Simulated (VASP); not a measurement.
GdO, 2 atoms in the cell. The structure is cubic, space group F-43m (No. 216). Conventional cell: a = 5.400 Å, b = 5.400 Å, c = 5.400 Å, α = 90.00°, β = 90.00°, γ = 90.00°. Gd (site symmetry -43m) has 4 O at 2.34 Å within 3.1 Å. Within 3.1 Å of O (site symmetry -43m) lie 4 Gd at 2.34 Å. 

* Program: VASP 6.6.1
* Task: single point
* Functional: PBE
* Potentials or basis: VASP PAW PBE potentials, release 64 (Gd, O)
* Cutoff: 520 eV
* k mesh: 7 × 7 × 7
* Occupations: fermi-dirac, width 0.05 eV
* Spin: collinear spin, ferromagnetic start
* Starting moments: [5.2, 0.0] μB
* Fixed moment: 5.2 μB
* Dipole correction: no
* Further INCAR settings: ALGO = Normal; EDIFF = 1e-06; NBANDS = 23

Potentials or basis: VASP PAW PBE potentials, release 64 (Gd, O).

Run with:

```sh
$ cat potpaw_PBE.64/Gd/POTCAR potpaw_PBE.64/O/POTCAR > POTCAR
$ mpirun -np 1 vasp_std > vasp.out
```

Hardware: 1 thread of Intel(R) Xeon(R) 6975P-C (Granite Rapids), on a shared host.

Task: Estimate the wall time of this run.

Result: Wall time 28 s on 1 thread of Intel(R) Xeon(R) 6975P-C (Granite Rapids) (shared host), peak memory 0.19 GiB. Counts: scf iterations 19, k points 20.
